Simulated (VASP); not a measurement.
Crystal: ScAlH6.

```
Sc Al H
1.0
     0.00000    3.44862    3.44862
     3.44862    0.00000    3.44862
     3.44862    3.44862    0.00000
Sc Al H
1 1 6
Direct
  0.50000 0.50000 0.50000
  0.00000 0.00000 0.00000
  0.74762 0.25238 0.25238
  0.25238 0.74762 0.74762
  0.25238 0.74762 0.25238
  0.74762 0.25238 0.74762
  0.25238 0.25238 0.74762
  0.74762 0.74762 0.25238
```

| Property | Result |
| --- | --- |
| Program | VASP 6.6.1 |
| Task | relaxation of cell and atoms |
| Functional | PBEsol |
| Potentials or basis | VASP PAW PBE potentials, release 64 (Sc_sv, Al, H) |
| Cutoff | 600 eV |
| k mesh | 6 × 6 × 6 |
| Occupations | fermi-dirac, width 0.03 eV |
| Spin | no spin polarisation |

At the start: pressure 12.1 GPa; volume 10.25 Å³/atom.

Q: How do energy, volume and symmetry change on relaxing?

A: Over 7 steps the energy falls by 151.4 meV/atom and the volume is 12.02 Å³/atom (+17.2 %); space group Fm-3m (No. 225, to 0.1 Å) before and after.

The path:
```tsv
step	energy change (eV)	largest force (eV/Å)	pressure (GPa)	volume (Å³)
1	0.0000	2.3135	12.07	82.03
2	-1.1703	0.0769	2.78	91.55
3	-1.1863	0.1821	1.96	93.00
4	-1.2084	0.0425	0.64	95.11
5	-1.2109	0.0198	0.05	96.13
6	-1.2109	0.0160	0.09	96.07
7	-1.2109	0.0030	0.04	96.17
```

Final structure:
```
Sc Al H
1.0
     0.00000    3.63633    3.63633
     3.63633    0.00000    3.63633
     3.63633    3.63633    0.00000
Sc Al H
1 1 6
Direct
  0.50000 0.50000 0.50000
  0.00000 0.00000 0.00000
  0.76468 0.23532 0.23532
  0.23532 0.76468 0.76468
  0.23532 0.76468 0.23532
  0.76468 0.23532 0.76468
  0.23532 0.23532 0.76468
  0.76468 0.76468 0.23532
```

Caveat: the volume moved by over 15 % at a fixed basis, so the end points are rough; the PAW data sets were made with another functional, which shifts forces and pressure a little.
